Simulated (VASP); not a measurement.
# La (Pm-3m) in VASP: further runs, part 2 of 2

VASP 6.6.1.

### 3 Single point, PBEsol

This run uses another cell than the first one, of 33.45 Å³/atom, 1.042 times its volume.

INCAR reads:

```
SYSTEM = La
PREC     = Accurate       ! precision mode
ENCUT    = 520            ! plane-wave cutoff, eV
EDIFF    = 1E-6           ! SCF threshold, eV
ISMEAR   = -1             ! smearing method
SIGMA    = 0.1            ! smearing width, eV
LREAL    = .False.        ! projectors in reciprocal space
LASPH    = .True.         ! aspherical terms in the spheres
NELM     = 100            ! most SCF steps
ALGO     = Normal         ! electronic algorithm
ISIF     = 2              ! what is computed and relaxed
LWAVE    = .False.        ! write WAVECAR
LCHARG   = .False.        ! write CHGCAR
GGA      = PS             ! functional
NBANDS   = 12             ! bands
```

KPOINTS reads:

```
regular mesh
0
Gamma
  11 11 11
  0 0 0
```

POSCAR reads:

```
La
1.0
    3.2221492820      0.0000000000      0.0000000000
    0.0000000000      3.2221492820      0.0000000000
    0.0000000000      0.0000000000      3.2221492820
La
1
Direct
    0.0000000000      0.0000000000      0.0000000000
```

Potentials or basis: VASP PAW PBE potentials, release 64 (La).

Started as:

```console
$ cat potpaw_PBE.64/La/POTCAR > POTCAR
$ mpirun -np 1 vasp_std > vasp.out
```

OUTCAR:

```text
SYSTEM = La
   PREC = Accurate
   ENCUT = 520
   EDIFF = 1E-6
   ISMEAR = -1
   LREAL = .False.
   LASPH = .True.
   NELM = 100
   ISIF = 2
   GGA = PS

 ion  position               nearest neighbor table
   1  0.000  0.000  0.000-

  LATTYP: Found a simple cubic cell.
 ALAT       =     3.2221492820

  Lattice vectors:

 A1 = (   3.2221492820,   0.0000000000,   0.0000000000)
 A2 = (   0.0000000000,   3.2221492820,   0.0000000000)
 A3 = (   0.0000000000,   0.0000000000,   3.2221492820)

Analysis of symmetry for initial positions (statically):
=====================================================================
 Subroutine PRICEL returns:
 Original cell was already a primitive cell.

 Routine SETGRP: Setting up the symmetry group for a
 simple cubic supercell.

 Subroutine GETGRP returns: Found 48 space group operations
 (whereof 48 operations were pure point group operations)
 out of a pool of 48 trial point group operations.

The static configuration has the point symmetry O_h .

Analysis of symmetry for dynamics (positions and initial velocities):
=====================================================================
[... 160 lines left out ...]
 fundamental gap:      0.0169230066
 Fermi energy:         8.6011881786

 k-point     1 :       0.0000    0.0000    0.0000
  band No.  band energies     occupation
      1     -24.4235      2.00000
      2      -6.8235      2.00000
      3      -6.8235      2.00000
      4      -6.8235      2.00000
      5       5.8218      2.00000
      6       7.3201      1.99999
      7       7.3201      1.99999
      8      10.7409      0.00000
      9      10.7409      0.00000
     10      10.7409      0.00000
     11      11.0064      0.00000
     12      11.0064      0.00000
[... 331 lines left out ...]
 k-point    24 :       0.2727    0.0909    0.0909
  band No.  band energies     occupation
      1     -24.1921      2.00000
      2      -8.2689      2.00000
      3      -6.8916      2.00000
      4      -6.8710      2.00000
      5       7.4452      1.99998
      6       8.2181      1.95755
      7       9.8010      0.00001
      8      10.3246      0.00000
      9      10.3715      0.00000
     10      10.7724      0.00000
     11      10.8753      0.00000
     12      11.1717      0.00000

 [... further k-points ...]
[... 5 lines left out ...]
  --------------------------------------------------------------------------------------
  -------------------------------------------------------------------------------------
  Total        0.0199788      0.0199788      0.0199788      0.0000000     -0.0000000      0.0000000
  in kB        0.9568460      0.9568460      0.9568460      0.0000000     -0.0000000      0.0000000
  external PRESSURE =       0.9568460 kB  Pullay stress =       0.0000000 kB

 VOLUME and BASIS-vectors are now :
 -----------------------------------------------------------------------------
  energy-cutoff  :      520.00
  volume of cell :       33.45
      direct lattice vectors                 reciprocal lattice vectors
     3.222149282  0.000000000  0.000000000     0.310351853  0.000000000  0.000000000
     0.000000000  3.222149282  0.000000000     0.000000000  0.310351853  0.000000000
     0.000000000  0.000000000  3.222149282     0.000000000  0.000000000  0.310351853

 POSITION                                       TOTAL-FORCE (eV/Angst)
 -----------------------------------------------------------------------------------
      0.00000      0.00000      0.00000         0.000000      0.000000      0.000000
 -----------------------------------------------------------------------------------
    total drift:                               -0.000000      0.000000      0.000000

  FREE ENERGIE OF THE ION-ELECTRON SYSTEM (eV)
  ---------------------------------------------------
  free  energy   TOTEN  =        -4.8920823880 eV

  energy  without entropy=       -4.8272660859  energy(sigma->0) =       -4.85967424
```

stdout:

```text
POSCAR found type information on POSCAR La
 POSCAR found :  1 types and       1 ions
 scaLAPACK will be used
 -----------------------------------------------------------------------------
|                                                                             |
|                                                                             |
|     You enforced a specific xc type in the INCAR file but a different       |
|     I HOPE YOU KNOW WHAT YOU ARE DOING!                                     |
|                                                                             |
 -----------------------------------------------------------------------------

 LDA part: xc-table for (Slater+PW92), standard interpolation
 POSCAR, INCAR and KPOINTS ok, starting setup
 FFT: planning ... GRIDC
 FFT: planning ... GRID_SOFT
 FFT: planning ... GRID
 WAVECAR not read
 entering main loop
```

It took 9.9 s on 1 thread of Intel Xeon 6975P-C (Granite Rapids), shared host; peak memory 0.16 GiB.

What came out:

* Free energy: -4.8921 eV
* Pressure: 0.1 GPa

Caveat: the PAW data sets were made with another functional, which shifts forces and pressure a little; spin-orbit coupling is left out, which moves the levels of the heavy elements.

### 4 Single point, PBEsol (volume scaled by 1.04)

INCAR reads:

```
PREC     = Accurate       # precision mode
ENCUT    = 520            # plane-wave cutoff, eV
EDIFF    = 1E-7           # SCF threshold, eV
ISMEAR   = -1             # smearing method
SIGMA    = 0.1            # smearing width, eV
LREAL    = False          # projectors in reciprocal space
LASPH    = True           # aspherical terms in the spheres
NELM     = 80             # most SCF steps
ALGO     = Normal         # electronic algorithm
ISIF     = 2              # what is computed and relaxed
LWAVE    = False          # write WAVECAR
LCHARG   = False          # write CHGCAR
GGA      = PS             # functional
NBANDS   = 12             # bands
```

KPOINTS reads:

```
regular mesh
0
Gamma
  11 11 11
```

POSCAR reads:

```
La
1.0
    3.2645508456      0.0000000000      0.0000000000
    0.0000000000      3.2645508456      0.0000000000
    0.0000000000      0.0000000000      3.2645508456
La
1
Direct
    0.0000000000      0.0000000000      0.0000000000
```

Potentials or basis: VASP PAW PBE potentials, release 64 (La).

Started as:

```console
$ cat potpaw_PBE.64/La/POTCAR > POTCAR
$ mpirun -np 1 vasp_std > vasp.out
```

OUTCAR:

```text
PREC = Accurate
   ENCUT = 520
   EDIFF = 1E-7
   ISMEAR = -1
   LREAL = False
   LASPH = True
   NELM = 80
   ISIF = 2
   GGA = PS

 ion  position               nearest neighbor table
   1  0.000  0.000  0.000-

  LATTYP: Found a simple cubic cell.
 ALAT       =     3.2645508456

  Lattice vectors:

 A1 = (   3.2645508456,   0.0000000000,   0.0000000000)
 A2 = (   0.0000000000,   3.2645508456,   0.0000000000)
 A3 = (   0.0000000000,   0.0000000000,   3.2645508456)

Analysis of symmetry for initial positions (statically):
=====================================================================
 Subroutine PRICEL returns:
 Original cell was already a primitive cell.

 Routine SETGRP: Setting up the symmetry group for a
 simple cubic supercell.

 Subroutine GETGRP returns: Found 48 space group operations
 (whereof 48 operations were pure point group operations)
 out of a pool of 48 trial point group operations.

The static configuration has the point symmetry O_h .

Analysis of symmetry for dynamics (positions and initial velocities):
=====================================================================
 Subroutine PRICEL returns:
 Original cell was already a primitive cell.

 Routine SETGRP: Setting up the symmetry group for a
 simple cubic supercell.

 Subroutine GETGRP returns: Found 48 space group operations
 (whereof 48 operations were pure point group operations)
 out of a pool of 48 trial point group operations.

The dynamic configuration has the point symmetry O_h .

 Subroutine INISYM returns: Found 48 space group operations
 (whereof 48 operations are pure point group operations),
 and found     1 'primitive' translations

----------------------------------------------------------------------------------------

                                     Primitive cell

  volume of cell :      34.7913

  direct lattice vectors                    reciprocal lattice vectors
     3.264550846  0.000000000  0.000000000     0.306320853  0.000000000  0.000000000
     0.000000000  3.264550846  0.000000000     0.000000000  0.306320853  0.000000000
     0.000000000  0.000000000  3.264550846     0.000000000  0.000000000  0.306320853

  length of vectors
     3.264550846  3.264550846  3.264550846     0.306320853  0.306320853  0.306320853

  position of ions in fractional coordinates (direct lattice)
     0.000000000  0.000000000  0.000000000

  ion indices of the primitive-cell ions
   primitive index   ion index
                 1           1

----------------------------------------------------------------------------------------

 KPOINTS: regular mesh

Automatic generation of k-mesh.
 Grid dimensions read from file:
 generate k-points for:   11   11   11

 Generating k-lattice:

  Cartesian coordinates                     Fractional coordinates (reciprocal lattice)
     0.027847350  0.000000000  0.000000000     0.090909091  0.000000000  0.000000000
     0.000000000  0.027847350  0.000000000     0.000000000  0.090909091  0.000000000
     0.000000000  0.000000000  0.027847350     0.000000000  0.000000000  0.090909091

  Length of vectors
     0.027847350  0.027847350  0.027847350

  Shift w.r.t. Gamma in fractional coordinates (k-lattice)
     0.000000000  0.000000000  0.000000000

 Subroutine IBZKPT returns following result:
 ===========================================

 Found     56 irreducible k-points:

 Following reciprocal coordinates:
            Coordinates               Weight
  0.000000  0.000000  0.000000      1.000000
  0.090909  0.000000  0.000000      6.000000
  0.181818  0.000000  0.000000      6.000000
  0.272727  0.000000  0.000000      6.000000
  0.363636  0.000000  0.000000      6.000000
  0.454545  0.000000  0.000000      6.000000
[... 16 lines left out ...]
  0.181818  0.090909  0.090909     24.000000
  0.272727  0.090909  0.090909     24.000000
 [... further k-points ...]
   k-points           NKPTS =     56   k-points in BZ     NKDIM =     56   number of bands    NBANDS=     12
   number of dos      NEDOS =    301   number of ions     NIONS =      1
   total plane-waves  NPLWV =  13824
   dimension x,y,z NGX =    24 NGY =   24 NGZ =   24
   dimension x,y,z NGXF=    48 NGYF=   48 NGZF=   48
   ions per type =               1
   NGX,Y,Z   is equivalent  to a cutoff of  12.22, 12.22, 12.22 a.u.
   NGXF,Y,Z  is equivalent  to a cutoff of  24.44, 24.44, 24.44 a.u.
 SYSTEM =  unknown system
   PREC   = accura    normal or accurate (medium, high low for compatibility)
   ISTART =      0    job   : 0-new  1-cont  2-samecut
   ICHARG =      2    charge: 1-file 2-atom 10-const
   ISPIN  =      1    spin polarized calculation?
   LNONCOLLINEAR =      F non collinear calculations
   LSORBIT =      F    spin-orbit coupling
   LASPH  =      T    aspherical Exc in radial PAW
   ENCUT  =  520.0 eV  38.22 Ry    6.18 a.u.   6.07  6.07  6.07*2*pi/ulx,y,z
   NELM   =     80;   NELMIN=  2; NELMDL= -5     # of ELM steps
   EDIFF  = 0.1E-06   stopping-criterion for ELM
   LREAL  =      F    real-space projection
   EDIFFG = 0.1E-05   stopping-criterion for IOM
   NSW    =      0    number of steps for IOM
   IBRION =     -1    ionic relax: 0-MD 1-quasi-New 2-CG
   NFREE  =      0    steps in history (QN), initial steepest desc. (CG)
   ISIF   =      2    stress and relaxation
   ISYM   =      2    0-nonsym 1-usesym 2-fastsym
   POTIM  = 0.5000    time-step for ionic-motion
   TEBEG  =    0.0;   TEEND  =   0.0 temperature during run
   PSTRESS=    0.0 pullay stress
   NELECT =      11.0000    total number of electrons
   NUPDOWN=      -1.0000    fix difference up-down
   EMIN   =  10.00;   EMAX   =-10.00  energy-range for DOS
   EFERMI =   0.00;   METHOD = LEGACY
   ISMEAR =    -1;   SIGMA  =   0.10  broadening in eV -4-tet -1-fermi 0-gaus
   EFERMI_NEDOS =   21; number of points for ismear=-14 and -15
   IALGO  =     38    algorithm
   IMIX   =      4    mixing-type and parameters
     AMIX     =   0.40;   BMIX     =  1.00
     AMIX_MAG =   1.60;   BMIX_MAG =  1.00
  volume/ion in A,a.u.               =      34.79       234.78
  Fermi-wavevector in a.u.,A,eV,Ry     =   1.115276  2.107566 16.923473  1.243840
  Thomas-Fermi vector in A             =   2.251879
   LORBIT       =      0    0 simple, 1 ext, 2 COOP (PROOUT), +10 PAW based schemes
   GGA     = PS    functional components
   LHFCALC =     F    Hartree Fock is set to
   AEXX    =    0.0000 exact exchange contribution
   IVDW    =     0    specifies the selected vdW correction
   LEPSILON=     F    determine dielectric tensor
   LRPA    =     F    only Hartree local field effects (RPA)
 non-spin polarized calculation
  energy-cutoff  :      520.00
  volume of cell :       34.79
 maximum number of plane-waves:       954
   NGX = 13   NGY = 13   NGZ = 13

 number of electron      11.0000003 magnetization

 Free energy of the ion-electron system (eV)
  ---------------------------------------------------
  ext. energy  EPLUGINS =         0.00000000
  ---------------------------------------------------
  free energy    TOTEN  =        -4.88876560 eV

  energy without entropy =       -4.82093860  energy(sigma->0) =       -4.85485210

 E-fermi :   8.1984     XC(G=0):  -9.8958

 val. band max:        8.1920269327   @ k =   0.3636   0.3636   0.2727
 cond. band min:       8.2158421458   @ k =   0.4545   0.2727   0.0000
 fundamental gap:      0.0238152132
 Fermi energy:         8.1983726226

 k-point     1 :       0.0000    0.0000    0.0000
  band No.  band energies     occupation
      1     -24.8296      2.00000
      2      -7.3505      2.00000
      3      -7.3505      2.00000
      4      -7.3505      2.00000
      5       5.3735      2.00000
      6       6.9915      1.99999
      7       6.9915      1.99999
      8      10.2616      0.00000
      9      10.2616      0.00000
     10      10.2616      0.00000
     11      10.5017      0.00000
     12      10.5017      0.00000
[... 331 lines left out ...]
 k-point    24 :       0.2727    0.0909    0.0909
  band No.  band energies     occupation
      1     -24.6258      2.00000
      2      -8.6609      2.00000
      3      -7.4125      2.00000
      4      -7.3933      2.00000
      5       6.9709      1.99999
      6       7.8427      1.94450
      7       9.3104      0.00003
      8       9.8797      0.00000
      9       9.9045      0.00000
     10      10.2887      0.00000
     11      10.3864      0.00000
     12      10.6616      0.00000

 [... further k-points ...]

------------------------ aborting loop because EDIFF is reached ----------------------------------------

  FORCE on cell =-STRESS in cart. coord.  units (eV):
  Direction    XX          YY          ZZ          XY          YZ          ZX
  --------------------------------------------------------------------------------------
  -------------------------------------------------------------------------------------
  Total       -0.1925575     -0.1925575     -0.1925575     -0.0000000      0.0000000      0.0000000
  in kB       -8.8674902     -8.8674902     -8.8674902     -0.0000000      0.0000000      0.0000000
  external PRESSURE =      -8.8674902 kB  Pullay stress =       0.0000000 kB

 VOLUME and BASIS-vectors are now :
 -----------------------------------------------------------------------------
  energy-cutoff  :      520.00
  volume of cell :       34.79
      direct lattice vectors                 reciprocal lattice vectors
     3.264550846  0.000000000  0.000000000     0.306320853  0.000000000  0.000000000
     0.000000000  3.264550846  0.000000000     0.000000000  0.306320853  0.000000000
     0.000000000  0.000000000  3.264550846     0.000000000  0.000000000  0.306320853

 POSITION                                       TOTAL-FORCE (eV/Angst)
 -----------------------------------------------------------------------------------
      0.00000      0.00000      0.00000         0.000000      0.000000      0.000000
 -----------------------------------------------------------------------------------
    total drift:                               -0.000000      0.000000      0.000000

  FREE ENERGIE OF THE ION-ELECTRON SYSTEM (eV)
  ---------------------------------------------------
  free  energy   TOTEN  =        -4.8887656013 eV

  energy  without entropy=       -4.8209386001  energy(sigma->0) =       -4.85485210
```

It took 11 s on 1 thread of Intel Xeon 6975P-C (Granite Rapids), shared host; peak memory 0.15 GiB.

What came out:

| Property | Result |
| --- | --- |
| Free energy | -4.8888 eV |
| Pressure | -0.9 GPa |

Caveat: the cell differs from its parent crystal (volume scaled by 1.04); the PAW data sets were made with another functional, which shifts forces and pressure a little; spin-orbit coupling is left out, which moves the levels of the heavy elements.

### 5 Overview

```csv
cell,gap on the mesh (eV),pressure (GPa)
"a = 3.179 Å, 1 atom",none,1.3
"a = 3.222 Å, 1 atom",none,0.1
"a = 3.265 Å, 1 atom",none,-0.9
```

Alike in all rows: task single point; level PBEsol; potentials or basis VASP PAW PBE potentials, release 64 (La); no spin polarisation; k mesh 11 × 11 × 11; cutoff (eV) 520; smearing fermi-dirac 0.1 eV.

Caveats: the PAW data sets were made with another functional, which shifts forces and pressure a little; spin-orbit coupling is left out, which moves the levels of the heavy elements.

Total energies depend on the potentials used, so only differences within one code and one set of settings carry meaning.
